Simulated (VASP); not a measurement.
# As (R-3m) in VASP: settings compared, part 2 of 2

VASP 6.6.1.

### 5 Single point, PBEsol, non-collinear spin, zero start, spin-orbit coupling

Input file INCAR:

```
SYSTEM = As
PREC = Accurate
ENCUT = 520
EDIFF = 1E-6
ISMEAR = -1
SIGMA = 0.05
LREAL = .FALSE.
LASPH = .TRUE.
NELM = 150
ALGO = Normal
ISIF = 2
LWAVE = .FALSE.
LCHARG = .TRUE.
MAGMOM = 0 0 0 0 0 0
LORBIT = 11
LSORBIT = .TRUE.
GGA_COMPAT = .FALSE.
LORBMOM = .TRUE.
GGA = PS
LVHAR = .TRUE.
NBANDS = 22
```

Input file KPOINTS:

```
Automatic mesh
0
G
  7 7 7
  0 0 0
```

Input file POSCAR:

```
As
1.0
    1.8807968987      1.0858785957      3.5140619945
   -1.8807968987      1.0858785957      3.5140619945
    0.0000000000     -2.1717571915      3.5140619945
As
2
Direct
    0.2260000000      0.2260000000      0.2260000000
    0.7740000000      0.7740000000      0.7740000000
```

Potentials or basis: VASP PAW PBE potentials, release 64 (As).

On the command line:

```console
$ cat potpaw_PBE.64/As/POTCAR > POTCAR
$ mpirun -np 1 vasp_ncl > vasp.out
```

OUTCAR:

```text
SYSTEM = As
   PREC = Accurate
   ENCUT = 520
   EDIFF = 1E-6
   ISMEAR = -1
   LREAL = .FALSE.
   LASPH = .TRUE.
   NELM = 150
   ISIF = 2
   LORBIT = 11
   LSORBIT = .TRUE.
   GGA = PS

 ion  position               nearest neighbor table
   1  0.226  0.226  0.226-   2 2.51   2 2.51   2 2.51
   2  0.774  0.774  0.774-   1 2.51   1 2.51   1 2.51

  LATTYP: Found a trigonal (rhomboedric) cell.
 ALAT       =     4.1310000000
 COS(alpha) =     0.5854247172

  Lattice vectors:

 A1 = (   1.8807968987,   1.0858785957,   3.5140619945)
 A2 = (  -1.8807968987,   1.0858785957,   3.5140619945)
 A3 = (   0.0000000000,  -2.1717571915,   3.5140619945)

Analysis of symmetry for initial positions (statically):
=====================================================================
[... 894 lines left out ...]
     0.0000000     0.0000000     0.0000000     0.0000000     0.0000000     0.0000000     0.0000000
     0.0000000     0.0000000     0.0000000     0.0000000     0.0000000     0.0000000     0.0000000
     0.0000000     0.0000000     0.0000000     0.0000000     0.0000000     0.0000000     0.0000000
     0.0000000     0.0000000     0.0000000     0.0000000     0.0000000     0.0000000     0.0000000
     0.0000000     0.0000000     0.0000000     0.0000000     0.0000000     0.0000000     0.0000000

 total charge

# of ion       s       p       d       tot
------------------------------------------
    1        1.304   1.356   0.050   2.710
    2        1.304   1.356   0.050   2.710
--------------------------------------------------
tot          2.607   2.712   0.100   5.419

 magnetization (x)

# of ion       s       p       d       tot
------------------------------------------
    1        0.000  -0.000   0.000  -0.000
    2        0.000  -0.000   0.000  -0.000
--------------------------------------------------
tot          0.000  -0.000   0.000  -0.000

 magnetization (y)

# of ion       s       p       d       tot
------------------------------------------
    1        0.000   0.000   0.000   0.000
    2        0.000   0.000   0.000   0.000
--------------------------------------------------
tot          0.000   0.000   0.000   0.000

 magnetization (z)

# of ion       s       p       d       tot
------------------------------------------
    1        0.000   0.000   0.000   0.000
    2        0.000   0.000   0.000   0.000
--------------------------------------------------
tot          0.000   0.000   0.000   0.000
```

OSZICAR:

```text
N       E                     dE             d eps       ncg     rms          rms(c)
DAV:   1     0.325412786561E+02    0.32541E+02   -0.38821E+03  1936   0.760E+02
DAV:   2    -0.779400368137E+01   -0.40335E+02   -0.38046E+02  2576   0.130E+02
DAV:   3    -0.102634186235E+02   -0.24694E+01   -0.24504E+01  2454   0.308E+01
DAV:   4    -0.102812448613E+02   -0.17826E-01   -0.17817E-01  2226   0.287E+00
DAV:   5    -0.102813020710E+02   -0.57210E-04   -0.57208E-04  2316   0.181E-01    0.343E+00
DAV:   6    -0.102589188171E+02    0.22383E-01   -0.56548E-03  2218   0.466E-01    0.205E+00
DAV:   7    -0.102465886780E+02    0.12330E-01   -0.12673E-02  2122   0.709E-01    0.834E-02
DAV:   8    -0.102466041532E+02   -0.15475E-04   -0.33984E-04  2194   0.121E-01    0.611E-02
DAV:   9    -0.102466183012E+02   -0.14148E-04   -0.43742E-05  2262   0.389E-02    0.145E-02
DAV:  10    -0.102466234181E+02   -0.51169E-05   -0.57587E-06  2188   0.168E-02    0.838E-03
DAV:  11    -0.102466232856E+02    0.13243E-06   -0.47483E-07  1636   0.509E-03
   1 F= -.10246623E+02 E0= -.10245387E+02  d E =-.247325E-02  mag=    -0.0000     0.0000     0.0000
```

Wall time 1.9 min (1 thread of Intel Xeon 8259CL, shared host); peak memory 0.33 GiB.

Results:

```yaml
Free_energy: -10.2466 eV
Pressure: 0.6 GPa
Largest_force: 0.402 eV/Å
Net_moment: 0.00 μB per cell
Valence_electrons_inside_the_program's_atomic_spheres: As 2.71
```

Forces in eV/Å, atoms in the order of the input:
```
As   0.000  0.000  0.402
As   0.000  0.000 -0.402
```

Stress tensor (GPa, compression positive):
```
 1.00  0.00  0.00
 0.00  1.00  0.00
 0.00  0.00 -0.12
```

Moments on the atoms (μB; x, y, z):
```
As  0.00 0.00 0.00
As  0.00 0.00 0.00
```

Caveat: the PAW data sets were made with another functional, which shifts forces and pressure a little.

### 6 Single point, revPBE+D3(BJ), non-collinear spin, zero start, spin-orbit coupling

Input file INCAR:

```
SYSTEM = As
PREC = Accurate
ENCUT = 520
EDIFF = 1E-7
ISMEAR = -1
SIGMA = 0.05
LREAL = .FALSE.
LASPH = .TRUE.
NELM = 150
ALGO = Normal
ISIF = 2
LWAVE = .FALSE.
LCHARG = .FALSE.
LNONCOLLINEAR = .TRUE.
MAGMOM = 0 0 0 0 0 0
LORBIT = 11
LSORBIT = .TRUE.
GGA_COMPAT = .FALSE.
LORBMOM = .TRUE.
GGA = RE
IVDW = 12
NBANDS = 22
```

Input file KPOINTS:

```
Automatic mesh
0
G
  9 9 9
  0 0 0
```

POSCAR is that of step 5.

Potentials or basis: VASP PAW PBE potentials, release 64 (As).

On the command line:

```console
$ cat potpaw_PBE.64/As/POTCAR > POTCAR
$ mpirun -np 1 vasp_ncl > vasp.out
```

Wall time 6.4 min (1 thread of Intel Xeon 8259CL, shared host); peak memory 0.38 GiB.

It converged, with:

```
Free energy                                           : -10.3358 eV
Pressure                                              : -1.0 GPa
Largest force                                         : 0.506 eV/Å
Net moment                                            : 0.00 μB per cell
Valence electrons inside the program's atomic spheres : As 2.71
Dispersion energy per atom                            : -0.818 eV
```

Forces in eV/Å, atoms in the order of the input:
```
As   0.000  0.000  0.506
As   0.000  0.000 -0.506
```

Stress tensor (GPa, compression positive):
```
-0.66  0.00  0.00
 0.00 -0.66  0.00
 0.00  0.00 -1.69
```

Moments on the atoms (μB; x, y, z):
```
As  0.00 0.00 0.00
As  0.00 0.00 0.00
```

Caveat: the PAW data sets were made with another functional, which shifts forces and pressure a little.

### 7 The runs side by side

| task | level | spin | cell | k mesh | cutoff (eV) | gap on the mesh (eV) | pressure (GPa) | moment (μB) | largest force (eV/Å) |
| --- | --- | --- | --- | --- | --- | --- | --- | --- | --- |
| single point | revPBE | off | a = 4.131 Å, angles 54.2°, 2 atoms, atomic positions A | 9 × 9 × 9 | 520 | none | 5.2 | - | 0.51 |
| single point | RPBE | off | a = 7.227 Å, angles 29.2°, 2 atoms, atomic positions B | 9 × 9 × 9 | 520 | 1.66 | 0.2 | - | 0.07 |
| relaxation of cell and atoms | RPBE | off | relaxed from a = 4.131 Å, angles 54.2°, 2 atoms, atomic positions A | 9 × 9 × 9 | 600 | 1.55 | 0.0 | - | 0.01 |
| single point | PBEsol | non-collinear, zero start, SOC | a = 4.131 Å, angles 54.2°, 2 atoms, atomic positions A | 7 × 7 × 7 | 520 | - | 0.6 | 0.00 | 0.40 |
| single point | revPBE+D3(BJ) | non-collinear, zero start, SOC | a = 4.131 Å, angles 54.2°, 2 atoms, atomic positions A | 9 × 9 × 9 | 520 | - | -1.0 | 0.00 | 0.51 |

Alike in all rows: potentials or basis VASP PAW PBE potentials, release 64 (As); smearing fermi-dirac 0.05 eV.

The pressure there spans -1.0 GPa (revPBE+D3(BJ)) to 5.2 GPa (revPBE); a positive pressure means that this level wants a larger cell, a negative one a smaller.

Caveats: the PAW data sets were made with another functional, which shifts forces and pressure a little; an odd mesh through Γ misses points on the zone boundary, where band edges can lie (at least some runs); the cell stands under pressure (at least some runs).

Total energies depend on the potentials used, so only differences within one code and one set of settings carry meaning.
